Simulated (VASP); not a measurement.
Crystal: Cd.

```
Cd
1.0
     0.00000    2.21000    2.21000
     2.21000    0.00000    2.21000
     2.21000    2.21000    0.00000
Cd
1
Direct
  0.00000 0.00000 0.00000
```

This isn't the form of Cd at room conditions, which is hcp.

| Item | Value |
| --- | --- |
| Program | VASP 6.6.1 |
| Task | relaxation of cell and atoms |
| Functional | PBEsol |
| Dispersion | D3(BJ) |
| Potentials or basis | VASP PAW PBE potentials, release 64 (Cd_sv_GW) |
| Cutoff | 630 eV |
| k mesh | 9 × 9 × 9 |
| Occupations | fermi-dirac, width 0.1 eV |
| Spin | no spin polarisation |

At the start: pressure -4.9 GPa; volume 21.59 Å³/atom.

Problem. Where does the relaxation end?

Solution. Over 3 steps the energy falls by 28.4 meV/atom and the volume is 19.87 Å³/atom (-8.0 %); space group Fm-3m (No. 225, to 0.1 Å) before and after.

The path:
```
step  energy change (eV)  largest force (eV/Å)  pressure (GPa)  volume (Å³)
   1              0.0000                0.0000           -4.88        21.59
   2             -0.0275                0.0000            1.05        19.60
   3             -0.0284                0.0000            0.02        19.87
```

Final structure:
```
Cd
1.0
     0.00000    2.14978    2.14978
     2.14978    0.00000    2.14978
     2.14978    2.14978    0.00000
Cd
1
Direct
  0.00000 0.00000 0.00000
```

Caveat: the PAW data sets were made with another functional, which shifts forces and pressure a little.
